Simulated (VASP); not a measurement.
# HgTe (I4mm) in VASP: single point with PBEsol

Aim: the single point of HgTe with PBEsol.

Program: VASP 6.6.1. These are calculated values, not measurements. Logs are shortened: lines on timing, memory, paths and dates and some standing lists are left out, and cuts for length are marked.

**1. The cell of the first run**

Symmetry: I4mm, No. 107, tetragonal system. Conventional cell: a = 4.352 Å, b = 4.352 Å, c = 6.154 Å, α = 90.00°, β = 90.00°, γ = 90.00°. Hg (site symmetry 4mm) has 6 Te at 2.93 to 3.23 Å within 3.9 Å. Within 3.9 Å of Te (site symmetry 4mm) lie 6 Hg at 2.93 to 3.23 Å.

**2. Single point, PBEsol (one atom moved)**

File INCAR:

```
SYSTEM = HgTe
ALGO = Normal
EDIFF = 1E-6
ENCUT = 520
GGA = PS
ISIF = 2
ISMEAR = 0
LASPH = .True.
LCHARG = .False.
LREAL = .False.
LWAVE = .False.
NBANDS = 16
NELM = 100
PREC = Accurate
SIGMA = 0.1
```

File KPOINTS:

```
k-points
0
Gamma
  10 10 10
  0 0 0
```

File POSCAR:

```
HgTe
1.0
    0.0000000000      3.0771170000      3.0771170000
    3.0771170000      0.0000000000      3.0771170000
    3.0771170000      3.0771170000      0.0000000000
Hg Te
1 1
Direct
    0.0000000000      0.0000000000      0.0000000000
    0.5243734639      0.4756265361      0.5243734639
```

Potentials or basis: VASP PAW PBE potentials, release 64 (Hg, Te).

On the command line:

```sh
> cat potpaw_PBE.64/Hg/POTCAR potpaw_PBE.64/Te/POTCAR > POTCAR
> mpirun -np 1 vasp_std > vasp.out
```

OUTCAR:

```text
SYSTEM = HgTe
   EDIFF = 1E-6
   ENCUT = 520
   GGA = PS
   ISIF = 2
   ISMEAR = 0
   LASPH = .True.
   LREAL = .False.
   NELM = 100
   PREC = Accurate

 ion  position               nearest neighbor table
   1  0.000  0.000  0.000-   2 2.93   2 3.08   2 3.08   2 3.08   2 3.08   2 3.23
   2  0.524  0.476  0.524-   1 2.93   1 3.08   1 3.08   1 3.08   1 3.08   1 3.23

  LATTYP: Found a face centered cubic cell.
 ALAT       =     6.1542340000

  Lattice vectors:

 A1 = (   0.0000000000,   3.0771170000,   3.0771170000)
 A2 = (   3.0771170000,   0.0000000000,   3.0771170000)
 A3 = (   3.0771170000,   3.0771170000,   0.0000000000)

Analysis of symmetry for initial positions (statically):
=====================================================================
 Subroutine PRICEL returns:
 Original cell was already a primitive cell.

 Routine SETGRP: Setting up the symmetry group for a
 face centered cubic supercell.

 Subroutine GETGRP returns: Found  8 space group operations
 (whereof  8 operations were pure point group operations)
 out of a pool of 48 trial point group operations.

The static configuration has the point symmetry C_4v.

Analysis of symmetry for dynamics (positions and initial velocities):
=====================================================================
 Subroutine PRICEL returns:
 Original cell was already a primitive cell.

 Routine SETGRP: Setting up the symmetry group for a
 face centered cubic supercell.

 Subroutine GETGRP returns: Found  8 space group operations
 (whereof  8 operations were pure point group operations)
 out of a pool of 48 trial point group operations.

The dynamic configuration has the point symmetry C_4v.

 Subroutine INISYM returns: Found  8 space group operations
 (whereof  8 operations are pure point group operations),
 and found     1 'primitive' translations

----------------------------------------------------------------------------------------

                                     Primitive cell

  volume of cell :      58.2723

  direct lattice vectors                    reciprocal lattice vectors
     0.000000000  3.077117000  3.077117000    -0.162489759  0.162489759  0.162489759
     3.077117000  0.000000000  3.077117000     0.162489759 -0.162489759  0.162489759
     3.077117000  3.077117000  0.000000000     0.162489759  0.162489759 -0.162489759

  length of vectors
     4.351700594  4.351700594  4.351700594     0.281440518  0.281440518  0.281440518

  position of ions in fractional coordinates (direct lattice)
     0.000000000  0.000000000  0.000000000
     0.524373464  0.475626536  0.524373464

  ion indices of the primitive-cell ions
   primitive index   ion index
                 1           1
                 2           2

----------------------------------------------------------------------------------------

 KPOINTS: k-points

Automatic generation of k-mesh.
 Grid dimensions read from file:
 generate k-points for:   10   10   10

 Generating k-lattice:

  Cartesian coordinates                     Fractional coordinates (reciprocal lattice)
    -0.016248976  0.016248976  0.016248976     0.100000000  0.000000000  0.000000000
     0.016248976 -0.016248976  0.016248976     0.000000000  0.100000000  0.000000000
     0.016248976  0.016248976 -0.016248976     0.000000000  0.000000000  0.100000000

  Length of vectors
     0.028144052  0.028144052  0.028144052

  Shift w.r.t. Gamma in fractional coordinates (k-lattice)
     0.000000000  0.000000000  0.000000000

 Subroutine IBZKPT returns following result:
 ===========================================

 Found    102 irreducible k-points:

 Following reciprocal coordinates:
            Coordinates               Weight
  0.000000  0.000000  0.000000      1.000000
  0.100000  0.000000  0.000000      8.000000
  0.200000  0.000000  0.000000      8.000000
  0.300000  0.000000  0.000000      8.000000
  0.400000  0.000000  0.000000      8.000000
  0.500000  0.000000  0.000000      4.000000
[... 16 lines left out ...]
 -0.100000  0.100000  0.000000      8.000000
  0.100000  0.000000 -0.100000      4.000000
 [... further k-points ...]
   k-points           NKPTS =    102   k-points in BZ     NKDIM =    102   number of bands    NBANDS=     16
   number of dos      NEDOS =    301   number of ions     NIONS =      2
   total plane-waves  NPLWV =  32768
   dimension x,y,z NGX =    32 NGY =   32 NGZ =   32
   dimension x,y,z NGXF=    64 NGYF=   64 NGZF=   64
   ions per type =               1   1
   NGX,Y,Z   is equivalent  to a cutoff of  12.22, 12.22, 12.22 a.u.
   NGXF,Y,Z  is equivalent  to a cutoff of  24.45, 24.45, 24.45 a.u.
 SYSTEM =  HgTe
   PREC   = accura    normal or accurate (medium, high low for compatibility)
   ISTART =      0    job   : 0-new  1-cont  2-samecut
   ICHARG =      2    charge: 1-file 2-atom 10-const
   ISPIN  =      1    spin polarized calculation?
   LNONCOLLINEAR =      F non collinear calculations
   LSORBIT =      F    spin-orbit coupling
   LASPH  =      T    aspherical Exc in radial PAW
   ENCUT  =  520.0 eV  38.22 Ry    6.18 a.u.   8.09  8.09  8.09*2*pi/ulx,y,z
   NELM   =    100;   NELMIN=  2; NELMDL= -5     # of ELM steps
   EDIFF  = 0.1E-05   stopping-criterion for ELM
   LREAL  =      F    real-space projection
   EDIFFG = 0.1E-04   stopping-criterion for IOM
   NSW    =      0    number of steps for IOM
   IBRION =     -1    ionic relax: 0-MD 1-quasi-New 2-CG
   NFREE  =      0    steps in history (QN), initial steepest desc. (CG)
   ISIF   =      2    stress and relaxation
   ISYM   =      2    0-nonsym 1-usesym 2-fastsym
   POTIM  = 0.5000    time-step for ionic-motion
   TEBEG  =    0.0;   TEEND  =   0.0 temperature during run
   PSTRESS=    0.0 pullay stress
   NELECT =      18.0000    total number of electrons
   NUPDOWN=      -1.0000    fix difference up-down
   EMIN   =  10.00;   EMAX   =-10.00  energy-range for DOS
   EFERMI =   0.00;   METHOD = LEGACY
   ISMEAR =     0;   SIGMA  =   0.10  broadening in eV -4-tet -1-fermi 0-gaus
   EFERMI_NEDOS =   21; number of points for ismear=-14 and -15
   IALGO  =     38    algorithm
   IMIX   =      4    mixing-type and parameters
     AMIX     =   0.40;   BMIX     =  1.00
     AMIX_MAG =   1.60;   BMIX_MAG =  1.00
  volume/ion in A,a.u.               =      29.14       196.62
  Fermi-wavevector in a.u.,A,eV,Ry     =   1.106653  2.091272 16.662809  1.224682
  Thomas-Fermi vector in A             =   2.243157
   LORBIT       =      0    0 simple, 1 ext, 2 COOP (PROOUT), +10 PAW based schemes
   GGA     = PS    functional components
   LHFCALC =     F    Hartree Fock is set to
   AEXX    =    0.0000 exact exchange contribution
   IVDW    =     0    specifies the selected vdW correction
   LEPSILON=     F    determine dielectric tensor
   LRPA    =     F    only Hartree local field effects (RPA)
 non-spin polarized calculation
 Gauss-broadening in eV      SIGMA  =   0.10
  energy-cutoff  :      520.00
  volume of cell :       58.27
 maximum number of plane-waves:      1596
   NGX = 17   NGY = 17   NGZ = 17

 number of electron      18.0000000 magnetization

 Free energy of the ion-electron system (eV)
  ---------------------------------------------------
  ext. energy  EPLUGINS =         0.00000000
  ---------------------------------------------------
  free energy    TOTEN  =        -4.15991487 eV

  energy without entropy =       -4.15674471  energy(sigma->0) =       -4.15832979

 E-fermi :   3.8897     XC(G=0):  -9.9161

 val. band max:        3.8286165562   @ k =   0.3000   0.0000   0.0000
 cond. band min:       3.9734268017   @ k =  -0.3000   0.2000   0.0000
 fundamental gap:      0.1448102455
 Fermi energy:         3.8896728457

 k-point     1 :       0.0000    0.0000    0.0000
  band No.  band energies     occupation
      1      -7.9574      2.00000
      2      -2.6787      2.00000
      3      -2.6296      2.00000
      4      -2.5929      2.00000
      5      -2.5929      2.00000
      6      -2.5711      2.00000
[... 8 lines left out ...]
     15      11.9551      0.00000
     16      11.9551      0.00000

 k-point     2 :       0.1000    0.0000    0.0000
  band No.  band energies     occupation
      1      -7.8752      2.00000
      2      -2.7096      2.00000
      3      -2.6619      2.00000
      4      -2.5968      2.00000
      5      -2.5781      2.00000
      6      -2.5634      2.00000
[... 8 lines left out ...]
     15      11.9592      0.00000
     16      11.9677      0.00000

 k-point     3 :       0.2000    0.0000    0.0000
  band No.  band energies     occupation
      1      -7.6419      2.00000
      2      -2.7918      2.00000
      3      -2.7453      2.00000
      4      -2.6287      2.00000
      5      -2.5372      2.00000
      6      -2.5285      2.00000
[... 8 lines left out ...]
     15      12.3677      0.00000
     16      12.3841      0.00000

 k-point     4 :       0.3000    0.0000    0.0000
  band No.  band energies     occupation
      1      -7.3048      2.00000
      2      -2.8912      2.00000
      3      -2.8440      2.00000
      4      -2.7174      2.00000
      5      -2.4855      2.00000
      6      -2.4791      2.00000
[... 8 lines left out ...]
     15      13.1276      0.00000
     16      13.1442      0.00000

 k-point     5 :       0.4000    0.0000    0.0000
  band No.  band energies     occupation
      1      -6.9713      2.00000
      2      -2.9749      2.00000
      3      -2.9205      2.00000
      4      -2.8781      2.00000
      5      -2.4429      2.00000
      6      -2.4375      2.00000
[... 8 lines left out ...]
     15      14.1100      0.00000
     16      14.1272      0.00000

 k-point     6 :       0.5000    0.0000    0.0000
  band No.  band energies     occupation
      1      -6.8217      2.00000
      2      -3.0296      2.00000
      3      -2.9621      2.00000
      4      -2.9490      2.00000
      5      -2.4264      2.00000
      6      -2.4214      2.00000
[... 8 lines left out ...]
     15      14.8119      0.00000
     16      14.8123      0.00000

 k-point     7 :       0.1000    0.1000    0.0000
  band No.  band energies     occupation
      1      -7.8503      2.00000
      2      -2.7275      2.00000
      3      -2.6523      2.00000
      4      -2.6070      2.00000
      5      -2.5736      2.00000
      6      -2.5571      2.00000
[... 8 lines left out ...]
     15      12.6517      0.00000
     16      12.7265      0.00000

 k-point     8 :       0.1000    0.0000    0.1000
  band No.  band energies     occupation
      1      -7.8493      2.00000
      2      -2.7572      2.00000
      3      -2.6210      2.00000
      4      -2.5837      2.00000
      5      -2.5797      2.00000
      6      -2.5797      2.00000
[... 8 lines left out ...]
     15      12.7612      0.00000
     16      12.7612      0.00000

 k-point     9 :       0.2000    0.1000    0.0000
  band No.  band energies     occupation
      1      -7.6738      2.00000
      2      -2.8054      2.00000
      3      -2.6934      2.00000
      4      -2.6187      2.00000
      5      -2.5472      2.00000
      6      -2.5285      2.00000
[... 8 lines left out ...]
     15      12.7597      0.00000
     16      13.0932      0.00000
[... 172 lines left out ...]
 k-point    19 :      -0.3000    0.1000    0.0000
  band No.  band energies     occupation
      1      -7.1516      2.00000
      2      -2.9408      2.00000
      3      -2.8911      2.00000
      4      -2.7002      2.00000
      5      -2.4752      2.00000
      6      -2.4456      2.00000
[... 8 lines left out ...]
     15      12.8844      0.00000
     16      14.6625      0.00000

 k-point    20 :       0.1000    0.0000   -0.3000
  band No.  band energies     occupation
      1      -7.1540      2.00000
      2      -2.9169      2.00000
      3      -2.8992      2.00000
      4      -2.6999      2.00000
      5      -2.4814      2.00000
      6      -2.4423      2.00000
[... 8 lines left out ...]
     15      12.8644      0.00000
     16      14.6734      0.00000

 k-point    21 :      -0.2000    0.1000    0.0000
  band No.  band energies     occupation
      1      -7.4815      2.00000
      2      -2.8637      2.00000
      3      -2.7837      2.00000
      4      -2.6354      2.00000
      5      -2.5216      2.00000
      6      -2.4930      2.00000
[... 8 lines left out ...]
     15      12.4085      0.00000
     16      13.6187      0.00000

 k-point    22 :       0.1000    0.0000   -0.2000
  band No.  band energies     occupation
      1      -7.4834      2.00000
      2      -2.8239      2.00000
      3      -2.8166      2.00000
      4      -2.6295      2.00000
      5      -2.5298      2.00000
      6      -2.4879      2.00000
[... 8 lines left out ...]
     15      12.2272      0.00000
     16      13.6277      0.00000

 k-point    23 :      -0.1000    0.1000    0.0000
  band No.  band energies     occupation
      1      -7.7443      2.00000
      2      -2.7759      2.00000
      3      -2.6922      2.00000
      4      -2.6077      2.00000
      5      -2.5543      2.00000
      6      -2.5453      2.00000
[... 8 lines left out ...]
     15      12.3560      0.00000
     16      12.6812      0.00000

 k-point    24 :       0.1000    0.0000   -0.1000
  band No.  band energies     occupation
      1      -7.7453      2.00000
      2      -2.7348      2.00000
      3      -2.7323      2.00000
      4      -2.6032      2.00000
      5      -2.5650      2.00000
      6      -2.5355      2.00000
[... 8 lines left out ...]
     15      12.1981      0.00000
     16      12.6996      0.00000

 [... further k-points ...]

------------------------ aborting loop because EDIFF is reached ----------------------------------------

  FORCE on cell =-STRESS in cart. coord.  units (eV):
  Direction    XX          YY          ZZ          XY          YZ          ZX
  --------------------------------------------------------------------------------------
  -------------------------------------------------------------------------------------
  Total       -1.2911481     -0.9081021     -1.2911481     -0.0000000      0.0000000      0.0000000
  in kB      -35.4996953    -24.9679713    -35.4996953     -0.0000000      0.0000000      0.0000000
  external PRESSURE =     -31.9891206 kB  Pullay stress =       0.0000000 kB

 VOLUME and BASIS-vectors are now :
 -----------------------------------------------------------------------------
  energy-cutoff  :      520.00
  volume of cell :       58.27
      direct lattice vectors                 reciprocal lattice vectors
     0.000000000  3.077117000  3.077117000    -0.162489759  0.162489759  0.162489759
     3.077117000  0.000000000  3.077117000     0.162489759 -0.162489759  0.162489759
     3.077117000  3.077117000  0.000000000     0.162489759  0.162489759 -0.162489759

 POSITION                                       TOTAL-FORCE (eV/Angst)
 -----------------------------------------------------------------------------------
      0.00000      0.00000      0.00000         0.000000      0.246807      0.000000
      3.07712      3.22712      3.07712         0.000000     -0.246807      0.000000
 -----------------------------------------------------------------------------------
    total drift:                                0.000000      0.000059      0.000000

  FREE ENERGIE OF THE ION-ELECTRON SYSTEM (eV)
  ---------------------------------------------------
  free  energy   TOTEN  =        -4.1599148730 eV

  energy  without entropy=       -4.1567447073  energy(sigma->0) =       -4.15832979
```

Wall time 21 s (1 thread of Intel Xeon 6975P-C (Granite Rapids), shared host); peak memory 0.24 GiB.

Results:

```
Free energy            : -4.1599 eV
Pressure               : -3.2 GPa
Largest force          : 0.247 eV/Å
Band gap on the k mesh : zero (band 9 reaches 4.19 eV, above the bottom of band 10 at 1.76 eV)
```

Forces on the atoms (eV/Å):
```
Hg   0.000  0.247  0.000
Te   0.000 -0.247  0.000
```

Stress tensor (GPa, compression positive):
```
-3.55  0.00  0.00
 0.00 -2.50  0.00
 0.00  0.00 -3.55
```

Levels at points of the mesh, in eV from the Fermi level:
```
           k point  band 5  band 6  band 7  band 8  band 9  band 10  band 11  band 12  band 13  band 14
(0.00, 0.00, 0.00)   -6.48   -6.46   -1.09   -0.59   -0.59    -0.56     7.26     7.26     7.57     7.72
(0.50, 0.00, 0.00)   -6.32   -6.31   -5.35    0.24    0.28     2.62     3.60     4.02     4.08    10.14
(0.50, 0.50, 0.00)   -6.23   -5.72   -4.07   -2.79   -2.09    -2.00     4.78     9.06     9.08     9.45
(0.50, 0.00, 0.50)   -6.25   -5.73   -4.22   -2.54   -2.13    -2.13     4.85     9.03     9.03     9.50
```

Caveat: the cell differs from its parent crystal (one atom moved); the PAW data sets were made with another functional, which shifts forces and pressure a little; spin-orbit coupling is left out, which moves the levels of the heavy elements.
